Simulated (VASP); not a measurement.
Input of a VASP 6.6.1 run:

INCAR

```
SYSTEM = AlNi
ALGO = Normal ; EDIFF = 1E-6
EDIFFG = -0.002 ; ENCUT = 600
GGA = PS ; IBRION = 2
ISIF = 3 ; ISMEAR = -1
LASPH = .True. ; LCHARG = .False.
LREAL = .False. ; LWAVE = .False.
NELM = 80 ; NSW = 100
PREC = Accurate ; PSTRESS = 100.0
SIGMA = 0.05
```

The input KPOINTS:

```
k-points
0
Gamma
  16 16 16
  0 0 0
```

POSCAR

```
AlNi
1.0
    2.8619580836      0.0000000000      0.0000000000
    0.0000000000      2.8619580836      0.0000000000
    0.0000000000      0.0000000000      2.8619580836
Al Ni
1 1
Direct
    0.0000000000      0.0000000000      0.0000000000
    0.5000000000      0.5000000000      0.5000000000
```

Potentials or basis: VASP PAW PBE potentials, release 64 (Al, Ni).

Launch:

```bash
$ cat potpaw_PBE.64/Al/POTCAR potpaw_PBE.64/Ni/POTCAR > POTCAR
$ mpirun -np 1 vasp_std > vasp.out
```

Question: Predict the relaxed volume.

Answer: 11.14 Å³/atom.

Question: Estimate the space group after relaxing (to 0.05 Å).

Answer: Pm-3m (No. 221).

Question: What does it give for the relaxed cell?

Answer: a = 2.814 Å, b = 2.814 Å, c = 2.814 Å, α = 90.00°, β = 90.00°, γ = 90.00°.

Step by step:
```
step  energy change (eV)  largest force (eV/Å)  pressure (GPa)  volume (Å³)
   1              0.0000                0.0000            0.14        23.44
   2              0.1572                0.0000           23.13        21.08
   3              0.0343                0.0000            9.83        22.29
   4              0.0357                0.0000           10.07        22.27
   5              0.0349                0.0000            9.94        22.28
   6              0.0352                0.0000            9.96        22.28
   7              0.0354                0.0000           10.02        22.27
```

Caveat: the cell is relaxed towards a set pressure, so the enthalpy falls and the energy may rise; the PAW data sets were made with another functional, which shifts forces and pressure a little. Spin polarisation is off, so any magnetic state and its effect on volume and gap are missing.
